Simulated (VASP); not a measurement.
# Hf (Im-3m) in VASP: notebook

The runs below take Hf through single point, relaxation of cell and atoms, with PBE.

All numbers are computed with VASP 6.6.1; they aren't measurements. Logs are shortened: lines on timing, memory, paths and dates and some standing lists are left out, and cuts for length are marked.

## (1) The cell of the first run

It takes space group Im-3m (No. 229, cubic). Conventional cell: a = 2.647 Å, b = 2.647 Å, c = 2.647 Å, α = 90.00°, β = 90.00°, γ = 90.00°. Hf (site symmetry m-3m) has 14 Hf at 2.29 to 2.65 Å within 3.0 Å.

## (2) Single point, PBE

Input file INCAR:

```
ALGO     = Normal         # electronic algorithm
EDIFF    = 1E-6           # SCF threshold, eV
ENCUT    = 520            # plane-wave cutoff, eV
GGA      = PE             # functional
ISIF     = 2              # what is computed and relaxed
ISMEAR   = -1             # smearing method
LASPH    = True           # aspherical terms in the spheres
LCHARG   = False          # write CHGCAR
LREAL    = False          # projectors in reciprocal space
LWAVE    = False          # write WAVECAR
NBANDS   = 11             # bands
NELM     = 100            # most SCF steps
PREC     = Accurate       # precision mode
SIGMA    = 0.08           # smearing width, eV
```

Input file KPOINTS:

```
k-points
0
Gamma
  20 20 20
```

Input file POSCAR:

```
Hf
1.0
   -1.3236341222      1.3236341222      1.3236341222
    1.3236341222     -1.3236341222      1.3236341222
    1.3236341222      1.3236341222     -1.3236341222
Hf
1
Direct
    0.0000000000      0.0000000000      0.0000000000
```

Potentials or basis: VASP PAW PBE potentials, release 64 (Hf_pv).

Command:

```sh
> cat potpaw_PBE.64/Hf_pv/POTCAR > POTCAR
> mpirun -np 1 vasp_std > vasp.out
```

OUTCAR:

```text
EDIFF = 1E-6
   ENCUT = 520
   GGA = PE
   ISIF = 2
   ISMEAR = -1
   LASPH = True
   LREAL = False
   NELM = 100
   PREC = Accurate

 ion  position               nearest neighbor table
   1  0.000  0.000  0.000-

  LATTYP: Found a body centered cubic cell.
 ALAT       =     2.6472682444

  Lattice vectors:

 A1 = (  -1.3236341222,   1.3236341222,   1.3236341222)
 A2 = (   1.3236341222,  -1.3236341222,   1.3236341222)
 A3 = (   1.3236341222,   1.3236341222,  -1.3236341222)

Analysis of symmetry for initial positions (statically):
=====================================================================
 Subroutine PRICEL returns:
 Original cell was already a primitive cell.

 Routine SETGRP: Setting up the symmetry group for a
 body centered cubic supercell.

 Subroutine GETGRP returns: Found 48 space group operations
 (whereof 48 operations were pure point group operations)
 out of a pool of 48 trial point group operations.

The static configuration has the point symmetry O_h .

Analysis of symmetry for dynamics (positions and initial velocities):
=====================================================================
 Subroutine PRICEL returns:
 Original cell was already a primitive cell.

 Routine SETGRP: Setting up the symmetry group for a
 body centered cubic supercell.

 Subroutine GETGRP returns: Found 48 space group operations
 (whereof 48 operations were pure point group operations)
 out of a pool of 48 trial point group operations.

The dynamic configuration has the point symmetry O_h .

 Subroutine INISYM returns: Found 48 space group operations
 (whereof 48 operations are pure point group operations),
 and found     1 'primitive' translations

----------------------------------------------------------------------------------------

                                     Primitive cell

  volume of cell :       9.2761

  direct lattice vectors                    reciprocal lattice vectors
    -1.323634122  1.323634122  1.323634122     0.000000000  0.377747892  0.377747892
     1.323634122 -1.323634122  1.323634122     0.377747892  0.000000000  0.377747892
     1.323634122  1.323634122 -1.323634122     0.377747892  0.377747892  0.000000000

  length of vectors
     2.292601550  2.292601550  2.292601550     0.534216193  0.534216193  0.534216193

  position of ions in fractional coordinates (direct lattice)
     0.000000000  0.000000000  0.000000000

  ion indices of the primitive-cell ions
   primitive index   ion index
                 1           1

----------------------------------------------------------------------------------------

 KPOINTS: k-points

Automatic generation of k-mesh.
 Grid dimensions read from file:
 generate k-points for:   20   20   20

 Generating k-lattice:

  Cartesian coordinates                     Fractional coordinates (reciprocal lattice)
     0.000000000  0.018887395  0.018887395     0.050000000  0.000000000  0.000000000
     0.018887395  0.000000000  0.018887395     0.000000000  0.050000000  0.000000000
     0.018887395  0.018887395  0.000000000     0.000000000  0.000000000  0.050000000

  Length of vectors
     0.026710810  0.026710810  0.026710810

  Shift w.r.t. Gamma in fractional coordinates (k-lattice)
     0.000000000  0.000000000  0.000000000

 Subroutine IBZKPT returns following result:
 ===========================================

 Found    256 irreducible k-points:

 Following reciprocal coordinates:
            Coordinates               Weight
  0.000000  0.000000  0.000000      1.000000
  0.050000  0.000000  0.000000     12.000000
  0.100000  0.000000  0.000000     12.000000
  0.150000  0.000000  0.000000     12.000000
  0.200000  0.000000  0.000000     12.000000
  0.250000  0.000000  0.000000     12.000000
[... 16 lines left out ...]
  0.200000  0.100000  0.000000     48.000000
  0.250000  0.100000  0.000000     48.000000
 [... further k-points ...]
   k-points           NKPTS =    256   k-points in BZ     NKDIM =    256   number of bands    NBANDS=     11
   number of dos      NEDOS =    301   number of ions     NIONS =      1
   total plane-waves  NPLWV =   5832
   dimension x,y,z NGX =    18 NGY =   18 NGZ =   18
   dimension x,y,z NGXF=    36 NGYF=   36 NGZF=   36
   ions per type =               1
   NGX,Y,Z   is equivalent  to a cutoff of  13.05, 13.05, 13.05 a.u.
   NGXF,Y,Z  is equivalent  to a cutoff of  26.11, 26.11, 26.11 a.u.
 SYSTEM =  unknown system
   PREC   = accura    normal or accurate (medium, high low for compatibility)
   ISTART =      0    job   : 0-new  1-cont  2-samecut
   ICHARG =      2    charge: 1-file 2-atom 10-const
   ISPIN  =      1    spin polarized calculation?
   LNONCOLLINEAR =      F non collinear calculations
   LSORBIT =      F    spin-orbit coupling
   LASPH  =      T    aspherical Exc in radial PAW
   ENCUT  =  520.0 eV  38.22 Ry    6.18 a.u.   4.26  4.26  4.26*2*pi/ulx,y,z
   NELM   =    100;   NELMIN=  2; NELMDL= -5     # of ELM steps
[... 56 lines left out ...]
  band No.  band energies     occupation
      1     -13.5962      2.00000
      2     -13.5962      2.00000
      3     -13.5962      2.00000
      4       5.7645      2.00000
      5      13.8538      0.00000
      6      13.8538      0.00000
      7      13.8538      0.00000
      8      19.9889      0.00000
      9      19.9889      0.00000
     10      27.8745      0.00000
     11      30.9584      0.00000

 k-point     2 :       0.0500    0.0000    0.0000
  band No.  band energies     occupation
      1     -13.9056      2.00000
      2     -13.6760      2.00000
      3     -13.6038      2.00000
      4       6.0959      2.00000
      5      13.6463      0.00001
      6      13.8189      0.00000
      7      14.1444      0.00000
      8      19.5552      0.00000
      9      19.9559      0.00000
     10      27.8715      0.00000
     11      31.2574      0.00000

 k-point     3 :       0.1000    0.0000    0.0000
  band No.  band energies     occupation
      1     -14.7518      2.00000
      2     -13.9018      2.00000
      3     -13.6260      2.00000
      4       6.9469      2.00000
      5      13.0860      0.01403
      6      13.6875      0.00001
      7      15.0000      0.00000
      8      18.7837      0.00000
      9      19.8911      0.00000
     10      27.8632      0.00000
     11      32.0991      0.00000

 k-point     4 :       0.1500    0.0000    0.0000
  band No.  band energies     occupation
      1     -15.9497      2.00000
      2     -14.2378      2.00000
      3     -13.6609      2.00000
      4       7.8788      2.00000
      5      12.3108      1.98263
      6      13.5678      0.00003
      7      16.3774      0.00000
      8      18.4300      0.00000
      9      19.8715      0.00000
     10      27.8500      0.00000
     11      33.3191      0.00000

 k-point     5 :       0.2000    0.0000    0.0000
  band No.  band energies     occupation
      1     -17.3080      2.00000
      2     -14.6368      2.00000
      3     -13.7055      2.00000
      4       8.2083      2.00000
      5      11.4576      2.00000
      6      14.0123      0.00000
      7      18.2156      0.00000
      8      18.7328      0.00000
      9      19.9740      0.00000
     10      27.8332      0.00000
     11      34.5793      0.00000
[... 211 lines left out ...]
 k-point    21 :       0.1000    0.1000    0.0000
  band No.  band energies     occupation
      1     -16.5126      2.00000
      2     -14.2985      2.00000
      3     -13.8963      2.00000
      4       8.5138      2.00000
      5      12.4390      1.91665
      6      12.5353      1.74689
      7      17.6325      0.00000
      8      17.7253      0.00000
      9      20.6115      0.00000
     10      27.8427      0.00000
     11      33.0641      0.00000

 k-point    22 :       0.1500    0.1000    0.0000
  band No.  band energies     occupation
      1     -17.6775      2.00000
      2     -14.7323      2.00000
      3     -14.0025      2.00000
      4       8.9435      2.00000
      5      11.6443      2.00000
      6      12.7537      0.62065
      7      17.7088      0.00000
      8      19.7253      0.00000
      9      21.1712      0.00000
     10      27.8268      0.00000
     11      34.2825      0.00000

 k-point    23 :       0.2000    0.1000    0.0000
  band No.  band energies     occupation
      1     -18.8636      2.00000
      2     -15.2312      2.00000
      3     -14.0834      2.00000
      4       8.5257      2.00000
      5      10.8681      2.00000
      6      13.9157      0.00000
      7      18.2294      0.00000
      8      21.7442      0.00000
      9      22.1483      0.00000
     10      27.8086      0.00000
     11      35.3254      0.00000

 k-point    24 :       0.2500    0.1000    0.0000
  band No.  band energies     occupation
      1     -19.9717      2.00000
      2     -15.7118      2.00000
      3     -14.1553      2.00000
      4       7.7419      2.00000
      5      10.2269      2.00000
      6      15.4098      0.00000
      7      19.2758      0.00000
      8      22.3677      0.00000
      9      24.6977      0.00000
     10      27.7896      0.00000
     11      34.6321      0.00000

 [... further k-points ...]

------------------------ aborting loop because EDIFF is reached ----------------------------------------

  FORCE on cell =-STRESS in cart. coord.  units (eV):
  Direction    XX          YY          ZZ          XY          YZ          ZX
  --------------------------------------------------------------------------------------
  -------------------------------------------------------------------------------------
  Total       24.4720119     24.4720119     24.4720119      0.0000000      0.0000000      0.0000000
  in kB     4226.8457885   4226.8457885   4226.8457885      0.0000000      0.0000000      0.0000000
  external PRESSURE =    4226.8457885 kB  Pullay stress =       0.0000000 kB

 VOLUME and BASIS-vectors are now :
 -----------------------------------------------------------------------------
  energy-cutoff  :      520.00
  volume of cell :        9.28
      direct lattice vectors                 reciprocal lattice vectors
    -1.323634122  1.323634122  1.323634122     0.000000000  0.377747892  0.377747892
     1.323634122 -1.323634122  1.323634122     0.377747892  0.000000000  0.377747892
     1.323634122  1.323634122 -1.323634122     0.377747892  0.377747892  0.000000000

 POSITION                                       TOTAL-FORCE (eV/Angst)
 -----------------------------------------------------------------------------------
      0.00000      0.00000      0.00000        -0.000000     -0.000000     -0.000000
 -----------------------------------------------------------------------------------
    total drift:                               -0.000000     -0.000000     -0.000000

  FREE ENERGIE OF THE ION-ELECTRON SYSTEM (eV)
  ---------------------------------------------------
  free  energy   TOTEN  =        -1.5313269008 eV

  energy  without entropy=       -1.5233977528  energy(sigma->0) =       -1.52736233
```

It took 34 s on 1 thread of Intel Xeon 8259CL, shared host; peak memory 0.14 GiB.

What came out:

```yaml
Free_energy: -1.5313 eV
Pressure: 422.7 GPa
Band_gap_on_the_k_mesh: zero (band 5 reaches 15.00 eV, above the bottom of band 6 at 10.91 eV)
```

Levels at points of the mesh, in eV from the Fermi level:
```csv
k point,band 1,band 2,band 3,band 4,band 5,band 6,band 7,band 8,band 9,band 10
"(0.00, 0.00, 0.00)",-26.29,-26.29,-26.29,-6.93,1.16,1.16,1.16,7.30,7.30,15.18
"(0.50, 0.00, 0.00)",-35.16,-28.93,-26.61,-7.72,-4.23,8.90,10.81,10.82,15.05,15.84
"(0.50, 0.50, 0.50)",-32.01,-32.01,-32.01,-9.67,-9.67,14.92,15.97,15.97,15.97,20.08
```

Caveat: spin-orbit coupling is left out, which moves the levels of the heavy elements.

## (3) Single point, PBE

Input file INCAR:

```
PREC = Accurate
ENCUT = 520
EDIFF = 1E-7
ISMEAR = -1
SIGMA = 0.08
LREAL = False
LASPH = True
NELM = 80
ALGO = Normal
ISIF = 2
LWAVE = False
LCHARG = True
GGA = PE
LELF = True
LVHAR = True
NBANDS = 11
```

Input file KPOINTS:

```
regular mesh
0
Gamma
  20 20 20
```

Input file POSCAR:

```
Hf
1.0
   -1.3239049227      1.3239049227      1.3239049227
    1.3239049227     -1.3239049227      1.3239049227
    1.3239049227      1.3239049227     -1.3239049227
Hf
1
Direct
    0.0000000000      0.0000000000      0.0000000000
```

Potentials or basis: VASP PAW PBE potentials, release 64 (Hf_pv).

Command:

```sh
> cat potpaw_PBE.64/Hf_pv/POTCAR > POTCAR
> mpirun -np 1 vasp_std > vasp.out
```

Wall time 34 s (1 thread of Intel Xeon 8259CL, shared host); peak memory 0.14 GiB.

Results (log left out):

| Quantity | Value |
| --- | --- |
| Free energy | -1.5463 eV |
| Pressure | 421.8 GPa |
| Band gap on the k mesh | zero (band 5 reaches 14.99 eV, above the bottom of band 6 at 10.90 eV) |

Levels at points of the mesh, in eV from the Fermi level:
```tsv
k point	band 3	band 4	band 5	band 6	band 7	band 8
(0.00, 0.00, 0.00)	-26.29	-6.93	1.17	1.17	1.17	7.30
(0.50, 0.00, 0.00)	-26.61	-7.71	-4.22	8.89	10.81	10.81
(0.50, 0.50, 0.50)	-32.01	-9.66	-9.66	14.92	15.96	15.96
```

Caveat: spin-orbit coupling is left out, which moves the levels of the heavy elements.

## (4) Relaxation of cell and atoms, PBE, target pressure 430 GPa, at which the enthalpy is minimised

Input file INCAR:

```
SYSTEM = Hf
PREC = Accurate ; ENCUT = 600
EDIFF = 1E-6 ; ISMEAR = -1
SIGMA = 0.08 ; LREAL = .FALSE.
LASPH = .TRUE. ; NELM = 80
ALGO = Normal ; ISIF = 3
LWAVE = .FALSE. ; LCHARG = .FALSE.
GGA = PE ; IBRION = 2
NSW = 32 ; EDIFFG = -0.005
PSTRESS = 4300.0
```

Input file KPOINTS:

```
regular mesh
0
G
  20 20 20
  0 0 0
```

Input file POSCAR:

```
Hf
1.0
   -1.3236341222      1.3236341222      1.3236341222
    1.3236341222     -1.3236341222      1.3236341222
    1.3236341222      1.3236341222     -1.3236341222
Hf
1
Direct
    0.0000000000      0.0000000000      0.0000000000
```

Command:

```sh
> cat potpaw_PBE.64/Hf_pv/POTCAR > POTCAR
> mpirun -np 1 vasp_std > vasp.out
```

It took 74 s on 1 thread of Intel Xeon Platinum 8259CL at 2.50GHz (Skylake/Cascade Lake), shared host; peak memory 0.15 GiB.

The run converged. Its results:

```
Free energy                                            : -1.3985 eV
Relaxed volume                                         : 9.23 Å³/atom
Relaxed cell                                           : a = 2.288 Å, b = 2.288 Å, c = 2.288 Å, α = 109.47°, β = 109.47°, γ = 109.47°
Space group after relaxing (to 0.05 Å)                 : Im-3m (No. 229)
Energy change on relaxing (the enthalpy is what falls) : +133.3 meV/atom
Ionic steps                                            : 7
Pressure after relaxing                                : 430.1 GPa
Band gap on the k mesh                                 : zero (band 5 reaches 15.11 eV, above the bottom of band 6 at 10.96 eV)
```

The path:
```tsv
step	energy change (eV)	largest force (eV/Å)	pressure (GPa)	volume (Å³)
1	0.0000	0.0000	422.68	9.28
2	1.6266	0.0000	517.03	8.72
3	0.1260	0.0000	429.71	9.23
4	0.1310	0.0000	429.85	9.23
5	0.1361	0.0000	430.14	9.22
6	0.1132	0.0000	429.03	9.23
7	0.1333	0.0000	430.08	9.23
```

Final structure:
```
CELL_PARAMETERS angstrom
-1.32125 1.32125 1.32125
1.32125 -1.32125 1.32125
1.32125 1.32125 -1.32125
ATOMIC_POSITIONS crystal
Hf 0.00000 0.00000 0.00000
```

Levels at points of the mesh, in eV from the Fermi level:
```csv
k point,band 3,band 4,band 5,band 6,band 7,band 8
"(0.00, 0.00, 0.00)",-26.26,-6.89,1.15,1.15,1.15,7.31
"(0.50, 0.00, 0.00)",-26.60,-7.76,-4.27,8.93,10.85,10.93
"(0.50, 0.50, 0.50)",-32.06,-9.75,-9.75,14.91,16.04,16.04
```

Caveat: the cell is relaxed towards a set pressure, so the enthalpy falls and the energy may rise; spin-orbit coupling is left out, which moves the levels of the heavy elements.

## (5) Relaxation of cell and atoms, PBE, target pressure 430 GPa, at which the enthalpy is minimised

This run uses another cell than the first one, of 9.41 Å³/atom, 1.015 times its volume.

Input file INCAR:

```
  PREC = Accurate
  ENCUT = 600
  EDIFF = 1E-6
  ISMEAR = -1
  SIGMA = 0.08
  LREAL = F
  LASPH = T
  NELM = 60
  ALGO = Normal
  ISIF = 3
  LWAVE = F
  LCHARG = F
  GGA = PE
  IBRION = 2
  NSW = 60
  EDIFFG = -0.005
  PSTRESS = 4300.0
```

Input file KPOINTS:

```
regular mesh
0
Gamma
  20 20 20
```

Input file POSCAR:

```
Hf
1.0
   -1.3301087942      1.3301087942      1.3301087942
    1.3301087942     -1.3301087942      1.3301087942
    1.3301087942      1.3301087942     -1.3301087942
Hf
1
Direct
    0.0000000000      0.0000000000      0.0000000000
```

Command:

```sh
> cat potpaw_PBE.64/Hf_pv/POTCAR > POTCAR
> mpirun -np 1 vasp_std > vasp.out
```

Wall time 54 s (1 thread of Intel Xeon Platinum 8259CL at 2.50GHz (Skylake/Cascade Lake), shared host); peak memory 0.15 GiB.

The run converged. Its results:

```yaml
Free_energy: -1.4006 eV
Relaxed_volume: 9.23 Å³/atom
Relaxed_cell: a = 2.289 Å, b = 2.289 Å, c = 2.289 Å, α = 109.47°, β = 109.47°, γ = 109.47°
Space_group_after_relaxing_to_0.05_Å: Im-3m (No. 229)
Energy_change_on_relaxing_the_enthalpy_is_what_falls: +483.8 meV/atom
Ionic_steps: 5
Pressure_after_relaxing: 430.0 GPa
Band_gap_on_the_k_mesh: zero (band 5 reaches 15.11 eV, above the bottom of band 6 at 10.96 eV)
```

Step by step:
| step | energy change (eV) | largest force (eV/Å) | pressure (GPa) | volume (Å³) |
| --- | --- | --- | --- | --- |
| 1 | 0.0000 | 0.0000 | 403.27 | 9.41 |
| 2 | 7.3683 | 0.0000 | 864.31 | 7.43 |
| 3 | 0.4269 | 0.0000 | 426.82 | 9.25 |
| 4 | 0.4739 | 0.0000 | 429.45 | 9.23 |
| 5 | 0.4838 | 0.0000 | 429.99 | 9.23 |

Final structure:
```
CELL_PARAMETERS angstrom
-1.32128 1.32128 1.32128
1.32128 -1.32128 1.32128
1.32128 1.32128 -1.32128
ATOMIC_POSITIONS crystal
Hf 0.00000 0.00000 0.00000
```

Levels at points of the mesh, in eV from the Fermi level:
```csv
k point,band 3,band 4,band 5,band 6,band 7,band 8
"(0.00, 0.00, 0.00)",-26.26,-6.89,1.15,1.15,1.15,7.31
"(0.50, 0.00, 0.00)",-26.60,-7.76,-4.27,8.93,10.85,10.92
"(0.50, 0.50, 0.50)",-32.06,-9.75,-9.75,14.91,16.04,16.04
```

Caveat: the cell is relaxed towards a set pressure, so the enthalpy falls and the energy may rise; spin-orbit coupling is left out, which moves the levels of the heavy elements.

## (6) Overview

```tsv
task	cell	cutoff (eV)	gap on the mesh (eV)	pressure (GPa)
single point	a = 2.293 Å, angles 109.5°, 1 atom	520	none	421.8
relaxation of cell and atoms	relaxed to 430 GPa from a = 2.293 Å, angles 109.5°, 1 atom	600	none	430.1
relaxation of cell and atoms	relaxed to 430 GPa from a = 2.304 Å, angles 109.5°, 1 atom	600	none	430.0
```

Alike in all rows: level PBE; potentials or basis VASP PAW PBE potentials, release 64 (Hf_pv); no spin polarisation; k mesh 20 × 20 × 20; smearing fermi-dirac 0.08 eV.

Caveats: spin-orbit coupling is left out, which moves the levels of the heavy elements; the cell is relaxed towards a set pressure, so the enthalpy falls and the energy may rise (some runs).

Total energies depend on the potentials used, so only differences within one code and one set of settings carry meaning.
